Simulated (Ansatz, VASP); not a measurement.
**One calculation of HfC, two programs**

File INCAR:

```
PREC     = Accurate       # precision mode
ENCUT    = 520            # plane-wave cutoff, eV
EDIFF    = 1E-6           # SCF threshold, eV
ISMEAR   = -1             # smearing method
SIGMA    = 0.05           # smearing width, eV
LREAL    = F              # projectors in reciprocal space
LASPH    = T              # aspherical terms in the spheres
NELM     = 100            # most SCF steps
ALGO     = Normal         # electronic algorithm
ISIF     = 2              # what is computed and relaxed
LWAVE    = F              # write WAVECAR
LCHARG   = F              # write CHGCAR
GGA      = PS             # functional
NBANDS   = 22             # bands
```

KPOINTS

```
Automatic mesh
0
Gamma
  5 5 3
```

POSCAR

```
HfC
1.0
    3.3578000000      0.0033400000     -0.0525200000
   -1.6760100000      2.9268900000      0.0114900000
   -0.0817400000     -0.0265400000      5.2508800000
Hf C
2 2
Direct
    0.7300500000      0.3806900000      0.7741200000
    0.2997600000      0.6840500000      0.2451000000
    0.9767700000      0.9808300000      0.9618200000
    0.9706000000      0.9766700000      0.4899200000
```

Input for Ansatz:

```yaml
crystal:
  lattice:
    - [3.3578, 0.00334, -0.05252]
    - [-1.67601, 2.92689, 0.01149]
    - [-0.08174, -0.02654, 5.25088]
  atoms:
    - { symbol: Hf, position: [0.73005, 0.38069, 0.77412] }
    - { symbol: Hf, position: [0.29976, 0.68405, 0.2451] }
    - { symbol: C, position: [0.97677, 0.98083, 0.96182] }
    - { symbol: C, position: [0.9706, 0.97667, 0.48992] }
basis:
  ecutwfc: 540.0
  xc_grid: 2
kpoints:
  mp_grid:
    grid: [5, 5, 3]
hamiltonian:
  xc: pbesol
scf:
  convergence:
    dr2_threshold: 1.0e-09
  occupations:
    method: fermi_dirac
    width: 0.05
output:
  forces: true
  stress: true
```

Alike in both runs: task single point; functional PBEsol; k mesh 5 × 5 × 3; occupations fermi-dirac, width 0.05 eV; no spin polarisation.

```csv
,VASP,Ansatz
version,VASP 6.6.1,Ansatz 0.2.0
potentials or method,"VASP PAW PBE potentials, release 64 (Hf_pv, C), cutoff 520 eV","plane waves, PAW"
valence electrons in the cell,28,60
```

```tsv
	VASP	Ansatz	Ansatz less VASP
pressure (GPa)	-2.7	-2.4	+0.29
traceless stress, the component that is largest in VASP (GPa)	8.55	8.55	-0.005
rms of the force components (eV/Å)	2.385	2.365	-0.0198
```

VASP's potentials were made for PBE, not for PBEsol. Atom by atom the forces differ by 0.024 eV/Å (rms over components). VASP's potentials hold 28 valence electrons a cell and Ansatz's 60, so a difference there can come from the potentials and not from the codes. Ansatz's warnings: stress scf threshold loose.

The k mesh is coarse, so the values compare programs but aren't converged. Neither program's run includes spin-orbit coupling.
